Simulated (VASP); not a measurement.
Write the native input for VASP 6.6.1 that does the following.

* Task: relaxation of the atoms
* Functional: PBEsol
* Potentials or basis: VASP PAW PBE potentials, release 64 (Cd, S)
* Cutoff: 520 eV
* k mesh: 6 × 6 × 4
* Occupations: gaussian, width 0.02 eV
* Spin: no spin polarisation
* Dipole correction: no
* Further INCAR settings: ALGO = Normal; EDIFF = 1e-06; IBRION = 2; EDIFFG = -0.002; NSW = 60

The structure of CdS lies in POSCAR:

```
CdS
1.0
    4.1662911592      0.0000000000      0.0000000000
   -2.0831455796      3.6081139834      0.0000000000
    0.0000000000      0.0000000000      6.6678588815
Cd S
2 2
Direct
    0.3333333333      0.6666666667      0.0001621468
    0.6666666667      0.3333333333      0.5001621468
    0.3333333333      0.6666666667      0.3768378532
    0.6666666667      0.3333333333      0.8768378532
```

This cell differs from its parent crystal: strained cell.

One way to write it, as run:

INCAR

```
ALGO     = Normal         # electronic algorithm
EDIFF    = 1E-6           # SCF threshold, eV
EDIFFG   = -0.002         # ionic threshold
ENCUT    = 520            # plane-wave cutoff, eV
GGA      = PS             # functional
IBRION   = 2              # ionic algorithm
ISIF     = 2              # what is computed and relaxed
ISMEAR   = 0              # smearing method
LASPH    = T              # aspherical terms in the spheres
LCHARG   = F              # write CHGCAR
LREAL    = F              # projectors in reciprocal space
LWAVE    = F              # write WAVECAR
NELM     = 60             # most SCF steps
NSW      = 60             # ionic steps
PREC     = Accurate       # precision mode
SIGMA    = 0.02           # smearing width, eV
```

KPOINTS

```
k-points
0
Gamma
  6 6 4
```

Potentials or basis: VASP PAW PBE potentials, release 64 (Cd, S).

Run with:

```console
$ cat potpaw_PBE.64/Cd/POTCAR potpaw_PBE.64/S/POTCAR > POTCAR
$ mpirun -np 1 vasp_std > vasp.out
```

It gave:

```json
{"Energy gained by relaxing": "0.7 meV/atom", "Ionic steps": "5", "Pressure after relaxing": "-0.5 GPa", "Band gap on the k mesh": "1.09 eV"}
```

Caveat: the cell differs from its parent crystal (strained cell); the PAW data sets were made with another functional, which shifts forces and pressure a little.

It took 3.4 min on 1 thread of Oxide Virtual Turin-like Processor, on a shared host, peak memory 0.2 GiB.
